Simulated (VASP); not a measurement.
# Zr (Im-3m) in VASP: further runs

Runs on Zr. Level: PBEsol. Tasks: single point, relaxation of cell and atoms.

All numbers are computed with VASP 6.6.1; they aren't measurements. Logs are shortened: lines on timing, memory, paths and dates and some standing lists are left out, and cuts for length are marked.

### Step 1. The cell of the first run

The structure is cubic, space group Im-3m (No. 229). The conventional cell has a = 3.521 Å, b = 3.521 Å, c = 3.521 Å, α = 90.00°, β = 90.00°, γ = 90.00°. Zr (site symmetry m-3m) has 14 Zr at 3.05 to 3.52 Å within 4.0 Å.

This isn't the form of Zr at room conditions, which is hcp.

### Step 2. Single point, PBEsol

File INCAR:

```
ALGO = Normal ; EDIFF = 1E-6
ENCUT = 520 ; GGA = PS
ISIF = 2 ; ISMEAR = 0
LASPH = True ; LCHARG = True
LELF = True ; LREAL = False
LVHAR = True ; LWAVE = False
NBANDS = 12 ; NELM = 60
PREC = Accurate ; SIGMA = 0.1
```

File KPOINTS:

```
k-points
0
Gamma
  16 16 16
```

File POSCAR:

```
Zr
1.0
   -1.7605511521      1.7605511521      1.7605511521
    1.7605511521     -1.7605511521      1.7605511521
    1.7605511521      1.7605511521     -1.7605511521
Zr
1
Direct
    0.0000000000      0.0000000000      0.0000000000
```

Potentials or basis: VASP PAW PBE potentials, release 64 (Zr_sv).

Started as:

```sh
$ cat potpaw_PBE.64/Zr_sv/POTCAR > POTCAR
$ mpirun -np 1 vasp_std > vasp.out
```

OUTCAR:

```text
EDIFF = 1E-6
   ENCUT = 520
   GGA = PS
   ISIF = 2
   ISMEAR = 0
   LASPH = True
   LREAL = False
   NELM = 60
   PREC = Accurate

 ion  position               nearest neighbor table
   1  0.000  0.000  0.000-

  LATTYP: Found a body centered cubic cell.
 ALAT       =     3.5211023042

  Lattice vectors:

 A1 = (  -1.7605511521,   1.7605511521,   1.7605511521)
 A2 = (   1.7605511521,  -1.7605511521,   1.7605511521)
 A3 = (   1.7605511521,   1.7605511521,  -1.7605511521)

Analysis of symmetry for initial positions (statically):
=====================================================================
 Subroutine PRICEL returns:
 Original cell was already a primitive cell.

 Routine SETGRP: Setting up the symmetry group for a
 body centered cubic supercell.

 Subroutine GETGRP returns: Found 48 space group operations
 (whereof 48 operations were pure point group operations)
 out of a pool of 48 trial point group operations.

The static configuration has the point symmetry O_h .

Analysis of symmetry for dynamics (positions and initial velocities):
=====================================================================
 Subroutine PRICEL returns:
 Original cell was already a primitive cell.

 Routine SETGRP: Setting up the symmetry group for a
 body centered cubic supercell.

 Subroutine GETGRP returns: Found 48 space group operations
 (whereof 48 operations were pure point group operations)
 out of a pool of 48 trial point group operations.

The dynamic configuration has the point symmetry O_h .

 Subroutine INISYM returns: Found 48 space group operations
 (whereof 48 operations are pure point group operations),
 and found     1 'primitive' translations

----------------------------------------------------------------------------------------

                                     Primitive cell

  volume of cell :      21.8276

  direct lattice vectors                    reciprocal lattice vectors
    -1.760551152  1.760551152  1.760551152     0.000000000  0.284001973  0.284001973
     1.760551152 -1.760551152  1.760551152     0.284001973  0.000000000  0.284001973
     1.760551152  1.760551152 -1.760551152     0.284001973  0.284001973  0.000000000

  length of vectors
     3.049364045  3.049364045  3.049364045     0.401639441  0.401639441  0.401639441

  position of ions in fractional coordinates (direct lattice)
     0.000000000  0.000000000  0.000000000

  ion indices of the primitive-cell ions
   primitive index   ion index
                 1           1

----------------------------------------------------------------------------------------

 KPOINTS: k-points

Automatic generation of k-mesh.
 Grid dimensions read from file:
 generate k-points for:   16   16   16

 Generating k-lattice:

  Cartesian coordinates                     Fractional coordinates (reciprocal lattice)
     0.000000000  0.017750123  0.017750123     0.062500000  0.000000000  0.000000000
     0.017750123  0.000000000  0.017750123     0.000000000  0.062500000  0.000000000
     0.017750123  0.017750123  0.000000000     0.000000000  0.000000000  0.062500000

  Length of vectors
     0.025102465  0.025102465  0.025102465

  Shift w.r.t. Gamma in fractional coordinates (k-lattice)
     0.000000000  0.000000000  0.000000000

 Subroutine IBZKPT returns following result:
 ===========================================

 Found    145 irreducible k-points:

 Following reciprocal coordinates:
            Coordinates               Weight
  0.000000  0.000000  0.000000      1.000000
  0.062500  0.000000  0.000000     12.000000
  0.125000  0.000000  0.000000     12.000000
  0.187500  0.000000  0.000000     12.000000
  0.250000  0.000000  0.000000     12.000000
  0.312500  0.000000  0.000000     12.000000
[... 16 lines left out ...]
  0.187500  0.187500  0.000000     24.000000
  0.250000  0.187500  0.000000     48.000000
 [... further k-points ...]
   k-points           NKPTS =    145   k-points in BZ     NKDIM =    145   number of bands    NBANDS=     12
   number of dos      NEDOS =    301   number of ions     NIONS =      1
   total plane-waves  NPLWV =  13824
   dimension x,y,z NGX =    24 NGY =   24 NGZ =   24
   dimension x,y,z NGXF=    48 NGYF=   48 NGZF=   48
   ions per type =               1
   NGX,Y,Z   is equivalent  to a cutoff of  13.08, 13.08, 13.08 a.u.
   NGXF,Y,Z  is equivalent  to a cutoff of  26.17, 26.17, 26.17 a.u.
 SYSTEM =  unknown system
   PREC   = accura    normal or accurate (medium, high low for compatibility)
   ISTART =      0    job   : 0-new  1-cont  2-samecut
   ICHARG =      2    charge: 1-file 2-atom 10-const
   ISPIN  =      1    spin polarized calculation?
   LNONCOLLINEAR =      F non collinear calculations
   LSORBIT =      F    spin-orbit coupling
   LASPH  =      T    aspherical Exc in radial PAW
   ENCUT  =  520.0 eV  38.22 Ry    6.18 a.u.   5.67  5.67  5.67*2*pi/ulx,y,z
   NELM   =     60;   NELMIN=  2; NELMDL= -5     # of ELM steps
   EDIFF  = 0.1E-05   stopping-criterion for ELM
   LREAL  =      F    real-space projection
   EDIFFG = 0.1E-04   stopping-criterion for IOM
   NSW    =      0    number of steps for IOM
   IBRION =     -1    ionic relax: 0-MD 1-quasi-New 2-CG
   NFREE  =      0    steps in history (QN), initial steepest desc. (CG)
   ISIF   =      2    stress and relaxation
   ISYM   =      2    0-nonsym 1-usesym 2-fastsym
   POTIM  = 0.5000    time-step for ionic-motion
   TEBEG  =    0.0;   TEEND  =   0.0 temperature during run
   PSTRESS=    0.0 pullay stress
   NELECT =      12.0000    total number of electrons
   NUPDOWN=      -1.0000    fix difference up-down
   EMIN   =  10.00;   EMAX   =-10.00  energy-range for DOS
   EFERMI =   0.00;   METHOD = LEGACY
   ISMEAR =     0;   SIGMA  =   0.10  broadening in eV -4-tet -1-fermi 0-gaus
   EFERMI_NEDOS =   21; number of points for ismear=-14 and -15
   IALGO  =     38    algorithm
   IMIX   =      4    mixing-type and parameters
     AMIX     =   0.40;   BMIX     =  1.00
     AMIX_MAG =   1.60;   BMIX_MAG =  1.00
  volume/ion in A,a.u.               =      21.83       147.30
  Fermi-wavevector in a.u.,A,eV,Ry     =   1.341117  2.534343 24.471361  1.798594
  Thomas-Fermi vector in A             =   2.469376
   LORBIT       =      0    0 simple, 1 ext, 2 COOP (PROOUT), +10 PAW based schemes
   GGA     = PS    functional components
   LHFCALC =     F    Hartree Fock is set to
   AEXX    =    0.0000 exact exchange contribution
   IVDW    =     0    specifies the selected vdW correction
   LEPSILON=     F    determine dielectric tensor
   LRPA    =     F    only Hartree local field effects (RPA)
 non-spin polarized calculation
 Gauss-broadening in eV      SIGMA  =   0.10
  energy-cutoff  :      520.00
  volume of cell :       21.83
 maximum number of plane-waves:       604
   NGX = 11   NGY = 11   NGZ = 11

 number of electron      12.0000000 magnetization

 Free energy of the ion-electron system (eV)
  ---------------------------------------------------
  ext. energy  EPLUGINS =         0.00000000
  ---------------------------------------------------
  free energy    TOTEN  =        -9.01888544 eV

  energy without entropy =       -9.00988527  energy(sigma->0) =       -9.01438536

 E-fermi :   9.2939     XC(G=0): -11.4951

 val. band max:        9.2867217076   @ k =   0.1250   0.1250   0.0625
 cond. band min:       9.3013627934   @ k =   0.1875   0.1875   0.0000
 fundamental gap:      0.0146410858
 Fermi energy:         9.2938574331

 k-point     1 :       0.0000    0.0000    0.0000
  band No.  band energies     occupation
      1     -38.9608      2.00000
      2     -16.3910      2.00000
      3     -16.3910      2.00000
      4     -16.3910      2.00000
      5       3.8250      2.00000
      6      10.4532      0.00000
      7      10.4532      0.00000
      8      10.4532      0.00000
      9      13.1184      0.00000
     10      13.1184      0.00000
     11      21.9083      0.00000
     12      21.9083      0.00000

 k-point     2 :       0.0625    0.0000    0.0000
  band No.  band energies     occupation
      1     -38.9533      2.00000
      2     -16.4404      2.00000
      3     -16.4058      2.00000
      4     -16.3915      2.00000
      5       3.9692      2.00000
      6      10.3548      0.00000
      7      10.4218      0.00000
      8      10.5935      0.00000
      9      12.9597      0.00000
     10      13.1157      0.00000
     11      22.0402      0.00000
     12      22.1679      0.00000

 k-point     3 :       0.1250    0.0000    0.0000
  band No.  band energies     occupation
      1     -38.9321      2.00000
      2     -16.5789      2.00000
      3     -16.4477      2.00000
      4     -16.3927      2.00000
      5       4.3800      2.00000
      6      10.0904      0.00000
      7      10.2857      0.00000
      8      11.0084      0.00000
      9      12.6655      0.00000
     10      13.1196      0.00000
     11      22.3518      0.00000
     12      22.9131      0.00000
[... 286 lines left out ...]
 k-point    23 :       0.1875    0.1875    0.0000
  band No.  band energies     occupation
      1     -38.8151      2.00000
      2     -17.2101      2.00000
      3     -16.6772      2.00000
      4     -16.4787      2.00000
      5       6.6190      2.00000
      6       8.9426      2.00000
      7       9.3014      0.91547
      8      12.3585      0.00000
      9      13.7751      0.00000
     10      14.2054      0.00000
     11      21.8717      0.00000
     12      23.3476      0.00000

 k-point    24 :       0.2500    0.1875    0.0000
  band No.  band energies     occupation
      1     -38.7849      2.00000
      2     -17.3288      2.00000
      3     -16.7766      2.00000
      4     -16.4946      2.00000
      5       7.0613      2.00000
      6       8.7257      2.00000
      7       9.3466      0.45581
      8      12.5736      0.00000
      9      13.8700      0.00000
     10      15.3797      0.00000
     11      20.9928      0.00000
     12      22.6652      0.00000

 [... further k-points ...]

------------------------ aborting loop because EDIFF is reached ----------------------------------------

  FORCE on cell =-STRESS in cart. coord.  units (eV):
  Direction    XX          YY          ZZ          XY          YZ          ZX
  --------------------------------------------------------------------------------------
  -------------------------------------------------------------------------------------
  Total        0.0103832      0.0103832      0.0103832      0.0000000      0.0000000      0.0000000
  in kB        0.7621394      0.7621394      0.7621394      0.0000000      0.0000000      0.0000000
  external PRESSURE =       0.7621394 kB  Pullay stress =       0.0000000 kB

 VOLUME and BASIS-vectors are now :
 -----------------------------------------------------------------------------
  energy-cutoff  :      520.00
  volume of cell :       21.83
      direct lattice vectors                 reciprocal lattice vectors
    -1.760551152  1.760551152  1.760551152     0.000000000  0.284001973  0.284001973
     1.760551152 -1.760551152  1.760551152     0.284001973  0.000000000  0.284001973
     1.760551152  1.760551152 -1.760551152     0.284001973  0.284001973  0.000000000

 POSITION                                       TOTAL-FORCE (eV/Angst)
 -----------------------------------------------------------------------------------
      0.00000      0.00000      0.00000        -0.000000     -0.000000      0.000000
 -----------------------------------------------------------------------------------
    total drift:                                0.000000      0.000000      0.000000

  FREE ENERGIE OF THE ION-ELECTRON SYSTEM (eV)
  ---------------------------------------------------
  free  energy   TOTEN  =        -9.0188854423 eV

  energy  without entropy=       -9.0098852695  energy(sigma->0) =       -9.01438536
```

Run time: 34 s. Hardware: 1 thread of Intel Xeon 8259CL, shared host; peak memory 0.16 GiB.

Results:

```
Free energy            : -9.0189 eV
Pressure               : 0.1 GPa
Band gap on the k mesh : zero (bands 6 and 7 overlap by 1.94 eV)
```

Levels at points of the mesh, in eV from the Fermi level:
```
           k point  band 2  band 3  band 4  band 5  band 6  band 7  band 8  band 9  band 10  band 11
(0.00, 0.00, 0.00)  -25.68  -25.68  -25.68   -5.47    1.16    1.16    1.16    3.82     3.82    12.61
(0.50, 0.00, 0.00)  -26.88  -26.06  -25.70   -2.97   -0.78    1.90    3.85    4.57     6.85    10.25
(0.50, 0.50, 0.50)  -26.50  -26.50  -26.50   -2.80   -2.80    6.10    6.10    6.10     7.89     7.89
```

Caveat: the PAW data sets were made with another functional, which shifts forces and pressure a little.

### Step 3. Relaxation of cell and atoms, PBEsol

This run uses another cell than the first one, of 22.08 Å³/atom.

File INCAR:

```
SYSTEM = Zr
PREC = Accurate
ENCUT = 600
EDIFF = 1E-6
ISMEAR = 0
SIGMA = 0.1
LREAL = .False.
LASPH = .True.
NELM = 80
ALGO = Normal
ISIF = 3
LWAVE = .False.
LCHARG = .False.
GGA = PS
IBRION = 2
NSW = 80
EDIFFG = -0.01
```

File KPOINTS:

```
regular mesh
0
Gamma
  16 16 16
  0 0 0
```

File POSCAR:

```
Zr
1.0
   -1.7673332993      1.7673332993      1.7673332993
    1.7673332993     -1.7673332993      1.7673332993
    1.7673332993      1.7673332993     -1.7673332993
Zr
1
Direct
    0.0000000000      0.0000000000      0.0000000000
```

Potentials or basis: VASP PAW PBE potentials, release 64 (Zr_sv).

Started as:

```sh
$ cat potpaw_PBE.64/Zr_sv/POTCAR > POTCAR
$ mpirun -np 1 vasp_std > vasp.out
```

Wall time 79 s (1 thread of Intel Xeon 8259CL, shared host); peak memory 0.17 GiB.

Results (log left out):

* Free energy: -9.0191 eV
* Relaxed volume: 21.85 Å³/atom
* Relaxed cell: a = 3.050 Å, b = 3.050 Å, c = 3.050 Å, α = 109.47°, β = 109.47°, γ = 109.47°
* Space group after relaxing (to 0.1 Å): Im-3m (No. 229)
* Energy gained by relaxing: 0.7 meV/atom
* Ionic steps: 3
* Pressure after relaxing: 0.0 GPa
* Band gap on the k mesh: zero (bands 6 and 7 overlap by 1.94 eV)

Step by step:
```tsv
step	energy change (eV)	largest force (eV/Å)	pressure (GPa)	volume (Å³)
1	0.0000	0.0000	-0.97	22.08
2	-0.0002	0.0000	0.81	21.66
3	-0.0007	0.0000	0.01	21.85
```

Final structure:
```
Zr
1.0
    -1.76108    1.76108    1.76108
     1.76108   -1.76108    1.76108
     1.76108    1.76108   -1.76108
Zr
1
Direct
  0.00000 0.00000 0.00000
```

Levels at points of the mesh, in eV from the Fermi level:
```csv
k point,band 3,band 4,band 5,band 6,band 7,band 8,band 9,band 10
"(0.00, 0.00, 0.00)",-25.69,-25.69,-5.47,1.16,1.16,1.16,3.82,3.82
"(0.50, 0.00, 0.00)",-26.06,-25.70,-2.96,-0.78,1.89,3.84,4.57,6.85
"(0.50, 0.50, 0.50)",-26.50,-26.50,-2.80,-2.80,6.10,6.10,6.10,7.89
```

Caveat: the PAW data sets were made with another functional, which shifts forces and pressure a little.
